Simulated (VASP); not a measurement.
Write the native input for VASP 6.6.1 that does the following.

```yaml
Task: single point
Functional: PBE
Potentials_or_basis: VASP PAW PBE potentials, release 64 (Ge_d, Sb, Te)
Cutoff: 520 eV
k_mesh: 9 × 9 × 2
Occupations: gaussian, width 0.03 eV
Spin: no spin polarisation
Dipole_correction: no
Further_INCAR_settings: ALGO = Normal; EDIFF = 1e-06; NBANDS = 44
```

The structure of Ge2Sb2Te5 lies in POSCAR:

```
Ge2Sb2Te5
1.0
    4.3635000000      0.0000000000      0.0000000000
   -2.1817500000      3.7789018494      0.0000000000
    0.0000000000      0.0000000000     18.6894000000
Ge Sb Te
2 2 5
Direct
    0.0000000000      0.0000000000      0.3314713560
    0.0000000000      0.0000000000      0.6685286440
    0.3333333333      0.6666666667      0.1121550832
    0.6666666667      0.3333333333      0.8878449168
    0.0000000000      0.0000000000      0.0000000000
    0.3333333333      0.6666666667      0.7913602895
    0.6666666667      0.3333333333      0.2086397105
    0.3333333333      0.6666666667      0.4097504733
    0.6666666667      0.3333333333      0.5902495267
```

One way to write it, as run:

INCAR

```
SYSTEM = Ge2Sb2Te5
ALGO = Normal
EDIFF = 1E-6
ENCUT = 520
GGA = PE
ISIF = 2
ISMEAR = 0
LASPH = .TRUE.
LCHARG = .FALSE.
LREAL = .FALSE.
LWAVE = .FALSE.
NBANDS = 44
NELM = 60
PREC = Accurate
SIGMA = 0.03
```

KPOINTS

```
k-points
0
G
  9 9 2
  0 0 0
```

Potentials or basis: VASP PAW PBE potentials, release 64 (Ge_d, Sb, Te).

The run is started by

```console
$ cat potpaw_PBE.64/Ge_d/POTCAR potpaw_PBE.64/Sb/POTCAR potpaw_PBE.64/Te/POTCAR > POTCAR
$ mpirun -np 1 vasp_std > vasp.out
```

Results of the run:

```
Pressure               : -3.0 GPa
Largest force          : 0.449 eV/Å
Band gap on the k mesh : 0.17 eV (least direct gap 0.24 eV)
```

Caveat: the cell stands under tension; semilocal functionals underestimate gaps, and a narrow one can read as zero; spin-orbit coupling is left out, which moves the levels of the heavy elements; this functional lacks dispersion, which binds layers or chains, so the pressure and a relaxed spacing across them are unreliable.

Wall time 3.3 min on 1 thread of Intel(R) Xeon(R) 6975P-C (Granite Rapids), on a shared host, peak memory 0.56 GiB.
